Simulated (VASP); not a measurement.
Wanted: the native input for a VASP 6.6.1 run.

- Task: single point
- Functional: PBE exchange alone
- Potentials or basis: VASP PAW PBE potentials, release 64 (Zr_sv, B)
- Cutoff: 520 eV
- k mesh: 12 × 12 × 12
- Occupations: fermi-dirac, width 0.05 eV
- Spin: non-collinear spin, zero start, spin-orbit coupling
- Starting moments: [[0.0, 0.0, 0.0], [0.0, 0.0, 0.0]] μB
- Dipole correction: no
- Further INCAR settings: ALGO = Normal; EDIFF = 1e-07; NBANDS = 27

The structure of ZrB lies in POSCAR:

```
ZrB
1.0
    0.0000000000      2.3250000000      2.3250000000
    2.3250000000      0.0000000000      2.3250000000
    2.3250000000      2.3250000000      0.0000000000
Zr B
1 1
Direct
    0.0000000000      0.0000000000      0.0000000000
    0.5000000000      0.5000000000      0.5000000000
```

One way to write it, as run:

INCAR

```
PREC     = Accurate       # precision mode
ENCUT    = 520            # plane-wave cutoff, eV
EDIFF    = 1E-7           # SCF threshold, eV
ISMEAR   = -1             # smearing method
SIGMA    = 0.05           # smearing width, eV
LREAL    = False          # projectors in reciprocal space
LASPH    = True           # aspherical terms in the spheres
NELM     = 150            # most SCF steps
ALGO     = Normal         # electronic algorithm
ISIF     = 2              # what is computed and relaxed
LWAVE    = False          # write WAVECAR
LCHARG   = True           # write CHGCAR
MAGMOM   = 0 0 0 0 0 0    # initial moments
LORBIT   = 11             # projections on sites
LSORBIT  = True           # spin-orbit coupling
GGA_COMPAT= False        
LORBMOM  = True         
LMAXMIX  = 4              # l up to which the mixer works
GGA      = PE             # functional
ALDAC    = 0.0          
AGGAC    = 0.0          
LVHAR    = True         
NBANDS   = 27             # bands
```

KPOINTS

```
regular mesh
0
Gamma
  12 12 12
```

Potentials or basis: VASP PAW PBE potentials, release 64 (Zr_sv, B).

Command:

```bash
$ cat potpaw_PBE.64/Zr_sv/POTCAR potpaw_PBE.64/B/POTCAR > POTCAR
$ mpirun -np 1 vasp_ncl > vasp.out
```

Results of the run:

* Pressure: 55.3 GPa
* Net moment: 0.00 μB per cell
* Valence electrons inside the program's atomic spheres: Zr 10.10; B 1.97

Caveat: the cell stands under pressure.

Wall time 110 s on 1 thread of Intel(R) Xeon(R) Platinum 8259CL CPU @ 2.50GHz (Skylake/Cascade Lake), with other jobs on the host, peak memory 0.24 GiB.
